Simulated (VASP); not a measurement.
# Mn: single point with PBEsol

Mn:

```
Mn
1.0
     0.00000    1.72877    1.72877
     1.72877    0.00000    1.72877
     1.72877    1.72877    0.00000
Mn
1
Direct
  0.00000 0.00000 0.00000
```

```
Program             : VASP 6.6.1
Task                : single point
Functional          : PBEsol
Potentials or basis : VASP PAW PBE potentials, release 64 (Mn_pv)
Cutoff              : 520 eV
k mesh              : 8 × 8 × 8
Occupations         : gaussian, width 0.1 eV
Spin                : collinear spin, ferromagnetic start
Starting moments    : [0.8] μB
```

```yaml
Pressure: 0.4 GPa
Net_moment: 0.00 μB per cell
Valence_electrons_inside_the_program's_atomic_spheres: Mn 12.07
```

Levels at points of the mesh, in eV from the Fermi level:
Spin up:
```tsv
k point	band 5	band 6	band 7	band 8	band 9	band 10
(0.00, 0.00, 0.00)	-1.27	-1.27	-1.27	0.51	0.51	21.59
(0.50, 0.00, 0.00)	-1.40	-1.40	0.47	1.77	1.77	9.42
(0.50, 0.50, 0.00)	-4.20	1.72	2.10	2.10	3.61	12.71
```
Spin down:
```
           k point  band 3  band 4  band 5  band 6  band 7  band 8  band 9  band 10  band 11  band 12
(0.00, 0.00, 0.00)  -47.52   -8.57   -1.27   -1.27   -1.27    0.51    0.51    21.59    27.64    27.64
(0.50, 0.00, 0.00)  -47.63   -4.81   -1.40   -1.40    0.47    1.77    1.77     9.42    20.41    26.77
(0.50, 0.50, 0.00)  -47.83   -5.06   -4.20    1.72    2.10    2.10    3.61    12.71    16.23    16.23
```

Wall time 19 s on 1 thread of Intel Xeon 8259CL, on a shared host, peak memory 0.13 GiB.

Caveat: the k points lie up to 0.39 Å⁻¹ apart; the PAW data sets were made with another functional, which shifts forces and pressure a little.
